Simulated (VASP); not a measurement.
# SnSe (I4/mmm) in VASP: single point with PBEsol+D3(BJ)

Aim: the single point of SnSe with PBEsol+D3(BJ).

Program: VASP 6.6.1. These are calculated values, not measurements. Logs are shortened: lines on timing, memory, paths and dates and some standing lists are left out, and cuts for length are marked.

### 1 The cell of the first run

The structure is tetragonal, space group I4/mmm (No. 139). Conventional cell: a = 4.140 Å, b = 4.140 Å, c = 6.020 Å, α = 90.00°, β = 90.00°, γ = 90.00°. Within 3.9 Å of Sn (site symmetry 4/mmm) lie 6 Se at 2.93 to 3.01 Å. Within 3.9 Å of Se (site symmetry 4/mmm) lie 6 Sn at 2.93 to 3.01 Å.

### 2 Single point, PBEsol+D3(BJ)

Input file INCAR:

```
ALGO = Normal
EDIFF = 1E-6
ENCUT = 500
GGA = PS
GGA_COMPAT = F
ISIF = 2
ISMEAR = 0
IVDW = 12
LASPH = T
LCHARG = T
LELF = T
LREAL = F
LVHAR = T
LWAVE = F
NBANDS = 17
NELM = 120
PREC = Accurate
SIGMA = 0.01
```

Input file KPOINTS:

```
k-points
0
Gamma
  5 5 5
```

Input file POSCAR:

```
SnSe
1.0
    0.0000000000      2.9271659189      2.9271659189
    3.0100000000      0.0000000000      2.9271659189
    3.0100000000      2.9271659189      0.0000000000
Sn Se
1 1
Direct
    0.0000000000      0.0000000000      0.0000000000
    0.5000000000      0.5000000000      0.5000000000
```

Potentials or basis: VASP PAW PBE potentials, release 64 (Sn_d, Se).

Launch:

```console
$ cat potpaw_PBE.64/Sn_d/POTCAR potpaw_PBE.64/Se/POTCAR > POTCAR
$ mpirun -np 1 vasp_std > vasp.out
```

OUTCAR:

```text
EDIFF = 1E-6
   ENCUT = 500
   GGA = PS
   ISIF = 2
   ISMEAR = 0
   IVDW = 12
   LASPH = T
   LREAL = F
   NELM = 120
   PREC = Accurate
 IVDW          = 12

 ion  position               nearest neighbor table
   1  0.000  0.000  0.000-   2 2.93   2 2.93   2 2.93   2 2.93   2 3.01   2 3.01
   2  0.500  0.500  0.500-   1 2.93   1 2.93   1 2.93   1 2.93   1 3.01   1 3.01

  LATTYP: Found a body centered tetragonal cell.
 ALAT       =     4.1396377418
 C/A-ratio  =     1.4542335285

  Lattice vectors:

 A1 = (   3.0100000000,   0.0000000000,   2.9271659189)
 A2 = (   3.0100000000,   0.0000000000,  -2.9271659189)
 A3 = (  -3.0100000000,   2.9271659189,   0.0000000000)

Analysis of symmetry for initial positions (statically):
=====================================================================
 Subroutine PRICEL returns:
 Original cell was already a primitive cell.

 Routine SETGRP: Setting up the symmetry group for a
 body centered tetragonal supercell.

 Subroutine GETGRP returns: Found 16 space group operations
 (whereof 16 operations were pure point group operations)
 out of a pool of 16 trial point group operations.

The static configuration has the point symmetry D_4h.

Analysis of symmetry for dynamics (positions and initial velocities):
=====================================================================
 Subroutine PRICEL returns:
 Original cell was already a primitive cell.

 Routine SETGRP: Setting up the symmetry group for a
 body centered tetragonal supercell.

 Subroutine GETGRP returns: Found 16 space group operations
 (whereof 16 operations were pure point group operations)
 out of a pool of 16 trial point group operations.

The dynamic configuration has the point symmetry D_4h.

 Subroutine INISYM returns: Found 16 space group operations
 (whereof 16 operations are pure point group operations),
 and found     1 'primitive' translations

----------------------------------------------------------------------------------------

                                     Primitive cell

  volume of cell :      51.5812

  direct lattice vectors                    reciprocal lattice vectors
     0.000000000  2.927165919  2.927165919    -0.166112957  0.170813686  0.170813686
     3.010000000  0.000000000  2.927165919     0.166112957 -0.170813686  0.170813686
     3.010000000  2.927165919  0.000000000     0.166112957  0.170813686 -0.170813686

  length of vectors
     4.139637742  4.198618858  4.198618858     0.293169141  0.293169141  0.293169141

  position of ions in fractional coordinates (direct lattice)
     0.000000000  0.000000000  0.000000000
     0.500000000  0.500000000  0.500000000

  ion indices of the primitive-cell ions
   primitive index   ion index
                 1           1
                 2           2

----------------------------------------------------------------------------------------

 KPOINTS: k-points

Automatic generation of k-mesh.
 Grid dimensions read from file:
 generate k-points for:    5    5    5

 Generating k-lattice:

  Cartesian coordinates                     Fractional coordinates (reciprocal lattice)
    -0.033222591  0.034162737  0.034162737     0.200000000  0.000000000  0.000000000
     0.033222591 -0.034162737  0.034162737     0.000000000  0.200000000 -0.000000000
     0.033222591  0.034162737 -0.034162737     0.000000000 -0.000000000  0.200000000

  Length of vectors
     0.058633828  0.058633828  0.058633828

  Shift w.r.t. Gamma in fractional coordinates (k-lattice)
     0.000000000  0.000000000  0.000000000

 Subroutine IBZKPT returns following result:
 ===========================================

 Found     18 irreducible k-points:

 Following reciprocal coordinates:
            Coordinates               Weight
  0.000000  0.000000  0.000000      1.000000
  0.200000  0.000000  0.000000      8.000000
  0.400000  0.000000  0.000000      8.000000
  0.200000  0.200000  0.000000      4.000000
  0.400000  0.200000  0.000000     16.000000
 -0.400000  0.200000 -0.000000     16.000000
[... 10 lines left out ...]
  0.000000  0.400000  0.400000      2.000000
 -0.200000  0.400000  0.400000      4.000000
   k-points           NKPTS =     18   k-points in BZ     NKDIM =     18   number of bands    NBANDS=     17
   number of dos      NEDOS =    301   number of ions     NIONS =      2
   total plane-waves  NPLWV =  30720
   dimension x,y,z NGX =    30 NGY =   32 NGZ =   32
   dimension x,y,z NGXF=    60 NGYF=   64 NGZF=   64
   ions per type =               1   1
   NGX,Y,Z   is equivalent  to a cutoff of  12.05, 12.67, 12.67 a.u.
   NGXF,Y,Z  is equivalent  to a cutoff of  24.10, 25.34, 25.34 a.u.
 SYSTEM =  unknown system
   PREC   = accura    normal or accurate (medium, high low for compatibility)
   ISTART =      0    job   : 0-new  1-cont  2-samecut
   ICHARG =      2    charge: 1-file 2-atom 10-const
   ISPIN  =      1    spin polarized calculation?
   LNONCOLLINEAR =      F non collinear calculations
   LSORBIT =      F    spin-orbit coupling
   LASPH  =      T    aspherical Exc in radial PAW
   ENCUT  =  500.0 eV  36.75 Ry    6.06 a.u.   7.55  7.66  7.66*2*pi/ulx,y,z
   NELM   =    120;   NELMIN=  2; NELMDL= -5     # of ELM steps
   EDIFF  = 0.1E-05   stopping-criterion for ELM
   LREAL  =      F    real-space projection
   EDIFFG = 0.1E-04   stopping-criterion for IOM
   NSW    =      0    number of steps for IOM
   IBRION =     -1    ionic relax: 0-MD 1-quasi-New 2-CG
   NFREE  =      0    steps in history (QN), initial steepest desc. (CG)
   ISIF   =      2    stress and relaxation
   ISYM   =      2    0-nonsym 1-usesym 2-fastsym
   POTIM  = 0.5000    time-step for ionic-motion
   TEBEG  =    0.0;   TEEND  =   0.0 temperature during run
   PSTRESS=    0.0 pullay stress
   NELECT =      20.0000    total number of electrons
   NUPDOWN=      -1.0000    fix difference up-down
   EMIN   =  10.00;   EMAX   =-10.00  energy-range for DOS
   EFERMI =   0.00;   METHOD = LEGACY
   ISMEAR =     0;   SIGMA  =   0.01  broadening in eV -4-tet -1-fermi 0-gaus
   EFERMI_NEDOS =   21; number of points for ismear=-14 and -15
   IALGO  =     38    algorithm
   IMIX   =      4    mixing-type and parameters
     AMIX     =   0.40;   BMIX     =  1.00
     AMIX_MAG =   1.60;   BMIX_MAG =  1.00
  volume/ion in A,a.u.               =      25.79       174.04
  Fermi-wavevector in a.u.,A,eV,Ry     =   1.193771  2.255901 19.389523  1.425090
  Thomas-Fermi vector in A             =   2.329778
   LORBIT       =      0    0 simple, 1 ext, 2 COOP (PROOUT), +10 PAW based schemes
   GGA     = PS    functional components
   LHFCALC =     F    Hartree Fock is set to
   AEXX    =    0.0000 exact exchange contribution
   IVDW    =    12    specifies the selected vdW correction
   LEPSILON=     F    determine dielectric tensor
   LRPA    =     F    only Hartree local field effects (RPA)
 non-spin polarized calculation
 Gauss-broadening in eV      SIGMA  =   0.01
  energy-cutoff  :      500.00
  volume of cell :       51.58
 maximum number of plane-waves:      1327
 NGX is ok and might be reduce to    30
   NGX = 15   NGY = 15   NGZ = 15

 number of electron      20.0000006 magnetization

 Free energy of the ion-electron system (eV)
  ---------------------------------------------------
  ext. energy  EPLUGINS =         0.00000000
  ---------------------------------------------------
  free energy    TOTEN  =        -9.00066431 eV

  energy without entropy =       -9.00066431  energy(sigma->0) =       -9.00066431

 E-fermi :   6.3045     XC(G=0): -10.0343

 val. band max:        6.1963135834   @ k =   0.4000   0.2000   0.2000
 cond. band min:       6.8127471598   @ k =  -0.2000   0.2000   0.0000
 fundamental gap:      0.6164335763
 Fermi energy:         6.3044899969

 k-point     1 :       0.0000    0.0000    0.0000
  band No.  band energies     occupation
      1     -15.4330      2.00000
      2     -15.4267      2.00000
      3     -15.4267      2.00000
      4     -15.4224      2.00000
      5     -15.4209      2.00000
      6      -8.2042      2.00000
[... 9 lines left out ...]
     16      11.8843      0.00000
     17      13.9605      0.00000

 k-point     2 :       0.2000    0.0000    0.0000
  band No.  band energies     occupation
      1     -15.4353      2.00000
      2     -15.4275      2.00000
      3     -15.4251      2.00000
      4     -15.4205      2.00000
      5     -15.4162      2.00000
      6      -7.9029      2.00000
[... 9 lines left out ...]
     16      12.7739      0.00000
     17      16.2335      0.00000

 k-point     3 :       0.4000    0.0000    0.0000
  band No.  band energies     occupation
      1     -15.4402      2.00000
      2     -15.4339      2.00000
      3     -15.4232      2.00000
      4     -15.4122      2.00000
      5     -15.4067      2.00000
      6      -7.2732      2.00000
[... 9 lines left out ...]
     16      15.1517      0.00000
     17      17.3695      0.00000

 k-point     4 :       0.2000    0.2000    0.0000
  band No.  band energies     occupation
      1     -15.4365      2.00000
      2     -15.4299      2.00000
      3     -15.4258      2.00000
      4     -15.4198      2.00000
      5     -15.4120      2.00000
      6      -7.7900      2.00000
[... 9 lines left out ...]
     16      14.3649      0.00000
     17      14.5676      0.00000

 k-point     5 :       0.4000    0.2000    0.0000
  band No.  band energies     occupation
      1     -15.4447      2.00000
      2     -15.4291      2.00000
      3     -15.4282      2.00000
      4     -15.4134      2.00000
      5     -15.4040      2.00000
      6      -7.2469      2.00000
[... 9 lines left out ...]
     16      16.2459      0.00000
     17      17.1895      0.00000

 k-point     6 :      -0.4000    0.2000   -0.0000
  band No.  band energies     occupation
      1     -15.4438      2.00000
      2     -15.4338      2.00000
      3     -15.4208      2.00000
      4     -15.4141      2.00000
      5     -15.4046      2.00000
      6      -6.9939      2.00000
[... 9 lines left out ...]
     16      15.0969      0.00000
     17      18.1616      0.00000

 k-point     7 :      -0.2000    0.2000    0.0000
  band No.  band energies     occupation
      1     -15.4383      2.00000
      2     -15.4315      2.00000
      3     -15.4223      2.00000
      4     -15.4151      2.00000
      5     -15.4131      2.00000
      6      -7.4814      2.00000
[... 9 lines left out ...]
     16      15.7128      0.00000
     17      16.1210      0.00000

 k-point     8 :       0.4000    0.4000    0.0000
  band No.  band energies     occupation
      1     -15.4610      2.00000
      2     -15.4350      2.00000
      3     -15.4209      2.00000
      4     -15.4080      2.00000
      5     -15.3971      2.00000
      6      -6.9351      2.00000
[... 9 lines left out ...]
     16      17.7647      0.00000
     17      18.5280      0.00000
[... 83 lines left out ...]
      1     -15.4500      2.00000
      2     -15.4240      2.00000
      3     -15.4215      2.00000
      4     -15.4142      2.00000
      5     -15.4105      2.00000
      6      -7.2991      2.00000
[... 9 lines left out ...]
     16      16.1029      0.00000
     17      17.5370      0.00000

 k-point    14 :      -0.4000    0.4000    0.2000
  band No.  band energies     occupation
      1     -15.4522      2.00000
      2     -15.4270      2.00000
      3     -15.4252      2.00000
      4     -15.4079      2.00000
      5     -15.4063      2.00000
      6      -6.8739      2.00000
[... 9 lines left out ...]
     16      17.0797      0.00000
     17      17.6154      0.00000

 k-point    15 :      -0.2000    0.4000    0.2000
  band No.  band energies     occupation
      1     -15.4544      2.00000
      2     -15.4249      2.00000
      3     -15.4171      2.00000
      4     -15.4152      2.00000
      5     -15.4077      2.00000
      6      -6.9135      2.00000
[... 9 lines left out ...]
     16      17.1723      0.00000
     17      17.5889      0.00000

 k-point    16 :       0.4000   -0.4000    0.2000
  band No.  band energies     occupation
      1     -15.4517      2.00000
      2     -15.4298      2.00000
      3     -15.4252      2.00000
      4     -15.4158      2.00000
      5     -15.3973      2.00000
      6      -6.8493      2.00000
[... 9 lines left out ...]
     16      17.6435      0.00000
     17      17.7735      0.00000

 k-point    17 :       0.0000    0.4000    0.4000
  band No.  band energies     occupation
      1     -15.4651      2.00000
      2     -15.4281      2.00000
      3     -15.4146      2.00000
      4     -15.4074      2.00000
      5     -15.4074      2.00000
      6      -7.0428      2.00000
[... 9 lines left out ...]
     16      17.9332      0.00000
     17      18.3318      0.00000

 k-point    18 :      -0.2000    0.4000    0.4000
  band No.  band energies     occupation
      1     -15.4621      2.00000
      2     -15.4228      2.00000
      3     -15.4188      2.00000
      4     -15.4095      2.00000
      5     -15.4072      2.00000
      6      -6.8526      2.00000
[... 9 lines left out ...]
     16      16.7483      0.00000
     17      18.5366      0.00000

------------------------ aborting loop because EDIFF is reached ----------------------------------------

 Edisp (eV)   -0.69724

 E8    (eV) :    -0.4683

  FORCE on cell =-STRESS in cart. coord.  units (eV):
  Direction    XX          YY          ZZ          XY          YZ          ZX
  --------------------------------------------------------------------------------------
  -------------------------------------------------------------------------------------
  Total      -1.13754     0.00554     0.00554     0.00000     0.00000    -0.00000
  in kB     -35.33333     0.17205     0.17205     0.00000     0.00000    -0.00000
  external pressure =      -11.66 kB  Pullay stress =        0.00 kB

 VOLUME and BASIS-vectors are now :
 -----------------------------------------------------------------------------
  energy-cutoff  :      500.00
  volume of cell :       51.58
      direct lattice vectors                 reciprocal lattice vectors
     0.000000000  2.927165919  2.927165919    -0.166112957  0.170813686  0.170813686
     3.010000000  0.000000000  2.927165919     0.166112957 -0.170813686  0.170813686
     3.010000000  2.927165919  0.000000000     0.166112957  0.170813686 -0.170813686

 POSITION                                       TOTAL-FORCE (eV/Angst)
 -----------------------------------------------------------------------------------
      0.00000      0.00000      0.00000         0.000000      0.000000      0.000000
      3.01000      2.92717      2.92717         0.000000      0.000000      0.000000
 -----------------------------------------------------------------------------------
    total drift:                               -0.000000      0.000000      0.000000

  FREE ENERGIE OF THE ION-ELECTRON SYSTEM (eV)
  ---------------------------------------------------
  free  energy   TOTEN  =        -9.6979063640 eV

  energy  without entropy=       -9.6979063640  energy(sigma->0) =       -9.69790636
```

Run time: 7.3 s. Hardware: 1 thread of Intel Xeon 6975P-C (Granite Rapids), shared host; peak memory 0.19 GiB.

Results:

```yaml
Free_energy: -9.6979 eV
Pressure: -1.2 GPa
Band_gap_on_the_k_mesh: 0.62 eV (least direct gap 0.69 eV)
Dispersion_energy_per_atom: -0.349 eV
```

Levels at points of the mesh, in eV from the valence-band top:
```
           k point  band 8  band 9  band 10  band 11  band 12  band 13
(0.00, 0.00, 0.00)   -2.56   -2.56    -2.29     3.92     4.60     4.60
```

Caveat: the PAW data sets were made with another functional, which shifts forces and pressure a little; spin-orbit coupling is left out, which moves the levels of the heavy elements; an odd mesh through Γ misses points on the zone boundary, where band edges can lie.
